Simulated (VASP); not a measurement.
Write the native input for VASP 6.6.1 that does the following.

- Task: G0W0 quasiparticle levels
- Functional: PBE
- Potentials or basis: VASP PAW PBE potentials, release 64 (Be_GW, S_GW)
- Cutoff: 500 eV
- k mesh: 6 × 6 × 4
- Occupations: gaussian, width 0.01 eV
- Spin: no spin polarisation
- Dipole correction: no
- GW scheme: G0W0
- GW iterations: 1
- Cutoff of the response function: 80
- Frequency points: 96
- Empty bands: 117
- Further INCAR settings: ALGO = EVGW0; EDIFF = 1e-08; NBANDS = 125

The system is BeS.

```
Be S
1.0
     3.46216    0.00000    0.00000
    -1.73108    2.99832    0.00000
     0.00000    0.00000    6.99243
Be S
2 2
Direct
  0.33333 0.66667 0.25000
  0.66667 0.33333 0.75000
  0.66667 0.33333 0.25000
  0.33333 0.66667 0.75000
```

One way to write it, as run:

POSCAR

```
BeS
1.0
    3.4621570637      0.0000000000      0.0000000000
   -1.7310785319      2.9983159691      0.0000000000
    0.0000000000      0.0000000000      6.9924321555
Be S
2 2
Direct
    0.3333333333      0.6666666667      0.2500000000
    0.6666666667      0.3333333333      0.7500000000
    0.6666666667      0.3333333333      0.2500000000
    0.3333333333      0.6666666667      0.7500000000
```

INCAR.step1

```
SYSTEM = BeS
PREC = Accurate
ENCUT = 500
EDIFF = 1E-8
ISMEAR = 0
SIGMA = 0.01
LREAL = .False.
LASPH = .True.
NELM = 60
ALGO = Normal
LWAVE = .True.
LCHARG = .False.
GGA = PE
```

INCAR.step2

```
SYSTEM = BeS
PREC = Accurate
ENCUT = 500
EDIFF = 1E-8
ISMEAR = 0
SIGMA = 0.01
LREAL = .False.
LASPH = .True.
NELM = 1
ALGO = Exact
LWAVE = .True.
LCHARG = .False.
GGA = PE
NBANDS = 125
LOPTICS = .True.
ISTART = 1
```

INCAR.step3

```
SYSTEM = BeS
PREC = Accurate
ENCUT = 500
EDIFF = 1E-8
ISMEAR = 0
SIGMA = 0.01
LREAL = .False.
LASPH = .True.
ALGO = EVGW0
LWAVE = .False.
LCHARG = .False.
GGA = PE
NELMGW = 1
NBANDS = 125
ENCUTGW = 80.0
NOMEGA = 96
PRECFOCK = Fast
ISTART = 1
NBANDSGW = 16
OMEGAMAX = 20
```

KPOINTS

```
Automatic mesh
0
Gamma
  6 6 4
  0 0 0
```

Potentials or basis: VASP PAW PBE potentials, release 64 (Be_GW, S_GW).

Command:

```sh
$ cat potpaw_PBE.64/Be_GW/POTCAR potpaw_PBE.64/S_GW/POTCAR > POTCAR
$ cp INCAR.step1 INCAR
$ mpirun -np 1 vasp_std > vasp.out
$ cp INCAR.step2 INCAR
$ mpirun -np 1 vasp_std > vasp.out
$ cp INCAR.step3 INCAR
$ mpirun -np 1 vasp_std > vasp.out
```

It gave:

```yaml
Quasiparticle_gap: 5.31 eV
Least_direct_quasiparticle_gap: 5.49 eV
Band_gap_of_the_starting_levels_on_the_mesh: 3.97 eV
Least_direct_gap_of_the_starting_levels_on_the_mesh: 4.12 eV
```

Caveat: bands, screening cutoff and mesh are small and nothing is extrapolated, so the quasiparticle values aren't converged.

It took 24 min on 1 thread of Intel(R) Xeon(R) 6975P-C (Granite Rapids) (shared host), peak memory 1.7 GiB.
